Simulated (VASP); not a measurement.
# Rb2NbTlF6 (Fm-3m) in VASP: a series of runs

The runs below take Rb2NbTlF6 through single point, relaxation of cell and atoms, with PBE.

Program: VASP 6.6.1. These are calculated values, not measurements. Logs are shortened: lines on timing, memory, paths and dates and some standing lists are left out, and cuts for length are marked.

### 1 The cell of the first run

Symmetry: Fm-3m, No. 225, cubic system. Conventional cell: a = 9.577 Å, b = 9.577 Å, c = 9.577 Å, α = 90.00°, β = 90.00°, γ = 90.00°. Within 4.5 Å of Rb (site symmetry -43m) lie 12 F at 3.40 Å and 4 Nb at 4.15 Å and 4 Tl at 4.15 Å. Within 2.7 Å of Nb (site symmetry m-3m) lie 6 F at 2.06 Å. Tl (site symmetry m-3m) has 6 F at 2.73 Å within 3.6 Å. Within 3.0 Å of F (site symmetry 4mm) lie 1 Nb at 2.06 Å and 1 Tl at 2.73 Å and 4 F at 2.91 Å.

### 2 Single point, PBE

Contents of INCAR:

```
SYSTEM = Rb2NbTlF6
PREC     = Accurate       ! precision mode
ENCUT    = 520            ! plane-wave cutoff, eV
EDIFF    = 1E-6           ! SCF threshold, eV
ISMEAR   = 1              ! smearing method
SIGMA    = 0.1            ! smearing width, eV
LREAL    = .FALSE.        ! projectors in reciprocal space
LASPH    = .TRUE.         ! aspherical terms in the spheres
NELM     = 80             ! most SCF steps
ALGO     = Normal         ! electronic algorithm
ISIF     = 2              ! what is computed and relaxed
LWAVE    = .FALSE.        ! write WAVECAR
LCHARG   = .TRUE.         ! write CHGCAR
GGA      = PE             ! functional
LELF     = .TRUE.         ! ELF
LVHAR    = .TRUE.       
NBANDS   = 54             ! bands
```

Contents of KPOINTS:

```
regular mesh
0
G
  4 4 4
  0 0 0
```

Contents of POSCAR:

```
Rb2NbTlF6
1.0
    0.0000000000      4.7886855040      4.7886855040
    4.7886855040      0.0000000000      4.7886855040
    4.7886855040      4.7886855040      0.0000000000
Rb Nb Tl F
2 1 1 6
Direct
    0.7500000000      0.7500000000      0.7500000000
    0.2500000000      0.2500000000      0.2500000000
    0.0000000000      0.0000000000      0.0000000000
    0.5000000000      0.5000000000      0.5000000000
    0.7851065321      0.2148934679      0.2148934679
    0.2148934679      0.2148934679      0.7851065321
    0.2148934679      0.7851065321      0.7851065321
    0.2148934679      0.7851065321      0.2148934679
    0.7851065321      0.2148934679      0.7851065321
    0.7851065321      0.7851065321      0.2148934679
```

Potentials or basis: VASP PAW PBE potentials, release 64 (Rb_sv, Nb_sv, Tl_d, F).

The run is started by

```sh
> cat potpaw_PBE.64/Rb_sv/POTCAR potpaw_PBE.64/Nb_sv/POTCAR potpaw_PBE.64/Tl_d/POTCAR potpaw_PBE.64/F/POTCAR > POTCAR
> mpirun -np 1 vasp_std > vasp.out
```

OUTCAR:

```text
SYSTEM = Rb2NbTlF6
   PREC = Accurate
   ENCUT = 520
   EDIFF = 1E-6
   ISMEAR = 1
   LREAL = .FALSE.
   LASPH = .TRUE.
   NELM = 80
   ISIF = 2
   GGA = PE

 ion  position               nearest neighbor table
   1  0.750  0.750  0.750-   7 3.40   9 3.40  10 3.40   5 3.40   8 3.40  10 3.40   5 3.40   6 3.40
                             9 3.40   6 3.40   7 3.40   8 3.40   3 4.15   4 4.15   4 4.15   3 4.15
   2  0.250  0.250  0.250-   5 3.40   9 3.40  10 3.40   7 3.40   8 3.40  10 3.40   6 3.40   7 3.40
                             9 3.40   5 3.40   6 3.40   8 3.40   3 4.15   4 4.15   3 4.15   3 4.15
   3  0.000  0.000  0.000-   5 2.06   6 2.06   7 2.06   8 2.06   9 2.06  10 2.06   1 4.15   1 4.15
                             1 4.15   2 4.15   1 4.15   2 4.15   2 4.15   2 4.15
   4  0.500  0.500  0.500-   5 2.73   6 2.73   7 2.73   8 2.73   9 2.73  10 2.73   2 4.15   2 4.15
                             1 4.15   2 4.15   2 4.15   1 4.15   1 4.15   1 4.15
   5  0.785  0.215  0.215-   3 2.06   4 2.73   2 3.40   1 3.40   1 3.40   2 3.40
   6  0.215  0.215  0.785-   3 2.06   4 2.73   2 3.40   1 3.40   1 3.40   2 3.40
   7  0.215  0.785  0.785-   3 2.06   4 2.73   1 3.40   1 3.40   2 3.40   2 3.40
   8  0.215  0.785  0.215-   3 2.06   4 2.73   2 3.40   1 3.40   1 3.40   2 3.40
   9  0.785  0.215  0.785-   3 2.06   4 2.73   1 3.40   1 3.40   2 3.40   2 3.40
  10  0.785  0.785  0.215-   3 2.06   4 2.73   1 3.40   1 3.40   2 3.40   2 3.40

  LATTYP: Found a face centered cubic cell.
 ALAT       =     9.5773710080

  Lattice vectors:

 A1 = (   0.0000000000,   4.7886855040,   4.7886855040)
 A2 = (   4.7886855040,   0.0000000000,   4.7886855040)
 A3 = (   4.7886855040,   4.7886855040,   0.0000000000)

Analysis of symmetry for initial positions (statically):
=====================================================================
 Subroutine PRICEL returns:
 Original cell was already a primitive cell.

 Routine SETGRP: Setting up the symmetry group for a
 face centered cubic supercell.

 Subroutine GETGRP returns: Found 48 space group operations
 (whereof 48 operations were pure point group operations)
 out of a pool of 48 trial point group operations.

The static configuration has the point symmetry O_h .

Analysis of symmetry for dynamics (positions and initial velocities):
=====================================================================
 Subroutine PRICEL returns:
 Original cell was already a primitive cell.

 Routine SETGRP: Setting up the symmetry group for a
 face centered cubic supercell.

 Subroutine GETGRP returns: Found 48 space group operations
 (whereof 48 operations were pure point group operations)
 out of a pool of 48 trial point group operations.

The dynamic configuration has the point symmetry O_h .

 Subroutine INISYM returns: Found 48 space group operations
 (whereof 48 operations are pure point group operations),
 and found     1 'primitive' translations

----------------------------------------------------------------------------------------

                                     Primitive cell

  volume of cell :     219.6236

  direct lattice vectors                    reciprocal lattice vectors
     0.000000000  4.788685504  4.788685504    -0.104412787  0.104412787  0.104412787
     4.788685504  0.000000000  4.788685504     0.104412787 -0.104412787  0.104412787
     4.788685504  4.788685504  0.000000000     0.104412787  0.104412787 -0.104412787

  length of vectors
     6.772223986  6.772223986  6.772223986     0.180848252  0.180848252  0.180848252

  position of ions in fractional coordinates (direct lattice)
     0.750000000  0.750000000  0.750000000
     0.250000000  0.250000000  0.250000000
     0.000000000  0.000000000  0.000000000
     0.500000000  0.500000000  0.500000000
     0.785106532  0.214893468  0.214893468
     0.214893468  0.214893468  0.785106532
     0.214893468  0.785106532  0.785106532
     0.214893468  0.785106532  0.214893468
     0.785106532  0.214893468  0.785106532
     0.785106532  0.785106532  0.214893468

  ion indices of the primitive-cell ions
   primitive index   ion index
                 1           1
                 2           2
                 3           3
                 4           4
                 5           5
                 6           6
                 7           7
                 8           8
                 9           9
                10          10

----------------------------------------------------------------------------------------

 KPOINTS: regular mesh

Automatic generation of k-mesh.
 Grid dimensions read from file:
 generate k-points for:    4    4    4

 Generating k-lattice:

  Cartesian coordinates                     Fractional coordinates (reciprocal lattice)
    -0.026103197  0.026103197  0.026103197     0.250000000  0.000000000  0.000000000
     0.026103197 -0.026103197  0.026103197     0.000000000  0.250000000  0.000000000
     0.026103197  0.026103197 -0.026103197     0.000000000  0.000000000  0.250000000

  Length of vectors
     0.045212063  0.045212063  0.045212063

  Shift w.r.t. Gamma in fractional coordinates (k-lattice)
     0.000000000  0.000000000  0.000000000

 Subroutine IBZKPT returns following result:
 ===========================================

 Found      8 irreducible k-points:

 Following reciprocal coordinates:
            Coordinates               Weight
  0.000000  0.000000  0.000000      1.000000
  0.250000  0.000000  0.000000      8.000000
  0.500000  0.000000  0.000000      4.000000
  0.250000  0.250000  0.000000      6.000000
  0.500000  0.250000  0.000000     24.000000
 -0.250000  0.250000  0.000000     12.000000
  0.500000  0.500000  0.000000      3.000000
 -0.250000  0.500000  0.250000      6.000000
   k-points           NKPTS =      8   k-points in BZ     NKDIM =      8   number of bands    NBANDS=     54
   number of dos      NEDOS =    301   number of ions     NIONS =     10
   total plane-waves  NPLWV = 125000
   dimension x,y,z NGX =    50 NGY =   50 NGZ =   50
   dimension x,y,z NGXF=   100 NGYF=  100 NGZF=  100
   ions per type =               2   1   1   6
   NGX,Y,Z   is equivalent  to a cutoff of  12.27, 12.27, 12.27 a.u.
   NGXF,Y,Z  is equivalent  to a cutoff of  24.55, 24.55, 24.55 a.u.
 SYSTEM =  Rb2NbTlF6
   PREC   = accura    normal or accurate (medium, high low for compatibility)
   ISTART =      0    job   : 0-new  1-cont  2-samecut
   ICHARG =      2    charge: 1-file 2-atom 10-const
   ISPIN  =      1    spin polarized calculation?
   LNONCOLLINEAR =      F non collinear calculations
   LSORBIT =      F    spin-orbit coupling
   LASPH  =      T    aspherical Exc in radial PAW
   ENCUT  =  520.0 eV  38.22 Ry    6.18 a.u.  12.59 12.59 12.59*2*pi/ulx,y,z
   NELM   =     80;   NELMIN=  2; NELMDL= -5     # of ELM steps
   EDIFF  = 0.1E-05   stopping-criterion for ELM
   LREAL  =      F    real-space projection
   EDIFFG = 0.1E-04   stopping-criterion for IOM
   NSW    =      0    number of steps for IOM
   IBRION =     -1    ionic relax: 0-MD 1-quasi-New 2-CG
   NFREE  =      0    steps in history (QN), initial steepest desc. (CG)
   ISIF   =      2    stress and relaxation
   ISYM   =      2    0-nonsym 1-usesym 2-fastsym
   POTIM  = 0.5000    time-step for ionic-motion
   TEBEG  =    0.0;   TEEND  =   0.0 temperature during run
   PSTRESS=    0.0 pullay stress
   NELECT =      86.0000    total number of electrons
   NUPDOWN=      -1.0000    fix difference up-down
   EMIN   =  10.00;   EMAX   =-10.00  energy-range for DOS
   EFERMI =   0.00;   METHOD = LEGACY
   ISMEAR =     1;   SIGMA  =   0.10  broadening in eV -4-tet -1-fermi 0-gaus
   EFERMI_NEDOS =   21; number of points for ismear=-14 and -15
   IALGO  =     38    algorithm
   IMIX   =      4    mixing-type and parameters
     AMIX     =   0.40;   BMIX     =  1.00
     AMIX_MAG =   1.60;   BMIX_MAG =  1.00
  volume/ion in A,a.u.               =      21.96       148.21
  Fermi-wavevector in a.u.,A,eV,Ry     =   1.197700  2.263325 19.517353  1.434485
  Thomas-Fermi vector in A             =   2.333608
   LORBIT       =      0    0 simple, 1 ext, 2 COOP (PROOUT), +10 PAW based schemes
   GGA     = PE    functional components
   LHFCALC =     F    Hartree Fock is set to
   AEXX    =    0.0000 exact exchange contribution
   IVDW    =     0    specifies the selected vdW correction
   LEPSILON=     F    determine dielectric tensor
   LRPA    =     F    only Hartree local field effects (RPA)
 non-spin polarized calculation
 Methfessel and Paxton  Order N= 1 SIGMA  =   0.10
  energy-cutoff  :      520.00
  volume of cell :      219.62
 maximum number of plane-waves:      5961
   NGX = 25   NGY = 25   NGZ = 25

 number of electron      86.0000021 magnetization

 Free energy of the ion-electron system (eV)
  ---------------------------------------------------
  ext. energy  EPLUGINS =         0.00000000
  ---------------------------------------------------
  free energy    TOTEN  =       -49.77896034 eV

  energy without entropy =      -49.74153329  energy(sigma->0) =      -49.76648466

 E-fermi :   4.0939     XC(G=0):  -8.1804

 val. band max:        4.0781211573   @ k =   0.5000   0.2500   0.0000
 cond. band min:       4.1014677950   @ k =  -0.2500   0.2500   0.0000
 fundamental gap:      0.0233466377
 Fermi energy:         4.0938721094

 k-point     1 :       0.0000    0.0000    0.0000
  band No.  band energies     occupation
      1     -53.1419      2.00000
      2     -29.4287      2.00000
      3     -29.4287      2.00000
      4     -29.4287      2.00000
      5     -25.4327      2.00000
      6     -25.4220      2.00000
[... 46 lines left out ...]
     53       7.6847      0.00000
     54       8.5194      0.00000
[... 397 lines left out ...]
     53       7.7412      0.00000
     54       8.0141      0.00000

------------------------ aborting loop because EDIFF is reached ----------------------------------------

  FORCE on cell =-STRESS in cart. coord.  units (eV):
  Direction    XX          YY          ZZ          XY          YZ          ZX
  --------------------------------------------------------------------------------------
  -------------------------------------------------------------------------------------
  Total       -0.1804493     -0.1804493     -0.1804493      0.0000000     -0.0000000      0.0000000
  in kB       -1.3163966     -1.3163966     -1.3163966      0.0000000     -0.0000000      0.0000000
  external PRESSURE =      -1.3163966 kB  Pullay stress =       0.0000000 kB

 VOLUME and BASIS-vectors are now :
 -----------------------------------------------------------------------------
  energy-cutoff  :      520.00
  volume of cell :      219.62
      direct lattice vectors                 reciprocal lattice vectors
     0.000000000  4.788685504  4.788685504    -0.104412787  0.104412787  0.104412787
     4.788685504  0.000000000  4.788685504     0.104412787 -0.104412787  0.104412787
     4.788685504  4.788685504  0.000000000     0.104412787  0.104412787 -0.104412787

 POSITION                                       TOTAL-FORCE (eV/Angst)
 -----------------------------------------------------------------------------------
      7.18303      7.18303      7.18303         0.000000     -0.000000     -0.000000
      2.39434      2.39434      2.39434        -0.000000      0.000000     -0.000000
      0.00000      0.00000      0.00000         0.000000     -0.000000     -0.000000
      4.78869      4.78869      4.78869         0.000000     -0.000000     -0.000000
      2.05811      4.78869      4.78869         0.028839      0.000000     -0.000000
      4.78869      4.78869      2.05811         0.000000      0.000000      0.028839
      7.51926      4.78869      4.78869        -0.028839      0.000000     -0.000000
      4.78869      2.05811      4.78869         0.000000      0.028839     -0.000000
      4.78869      7.51926      4.78869         0.000000     -0.028839     -0.000000
      4.78869      4.78869      7.51926         0.000000      0.000000     -0.028839
 -----------------------------------------------------------------------------------
    total drift:                                0.000000      0.000000      0.000000

  FREE ENERGIE OF THE ION-ELECTRON SYSTEM (eV)
  ---------------------------------------------------
  free  energy   TOTEN  =       -49.7789603429 eV

  energy  without entropy=      -49.7415332899  energy(sigma->0) =      -49.76648466
```

Run time: 98 s. Hardware: 1 thread of Intel Xeon Platinum 8488C (Sapphire Rapids), shared host; peak memory 0.4 GiB.

What came out:

```yaml
Free_energy: -49.7790 eV
Pressure: -0.1 GPa
Largest_force: 0.029 eV/Å
Band_gap_on_the_k_mesh: zero (bands 43 and 44 overlap by 0.04 eV)
```

Forces on the atoms (eV/Å):
```
Rb   0.000  0.000  0.000
Rb   0.000  0.000  0.000
Nb   0.000  0.000  0.000
Tl   0.000  0.000  0.000
F    0.029  0.000  0.000
F    0.000  0.000  0.029
F   -0.029  0.000  0.000
F    0.000  0.029  0.000
F    0.000 -0.029  0.000
F    0.000  0.000 -0.029
```

Levels at points of the mesh, in eV from the Fermi level:
| k point | band 39 | band 40 | band 41 | band 42 | band 43 | band 44 | band 45 | band 46 |
| --- | --- | --- | --- | --- | --- | --- | --- | --- |
| (0.00, 0.00, 0.00) | -6.45 | -6.45 | -6.45 | -5.58 | 0.03 | 0.03 | 0.03 | 0.71 |
| (0.50, 0.00, 0.00) | -6.54 | -6.54 | -6.50 | -4.96 | -0.16 | 0.01 | 0.01 | 0.44 |
| (0.50, 0.50, 0.00) | -6.57 | -6.57 | -6.46 | -5.66 | 0.04 | 0.11 | 0.11 | 0.42 |

Caveat: spin-orbit coupling is left out, which moves the levels of the heavy elements.

(Part 1 of 2 ends here.)

The gap in the log of VASP goes by the Fermi energy; the results here count the filled bands.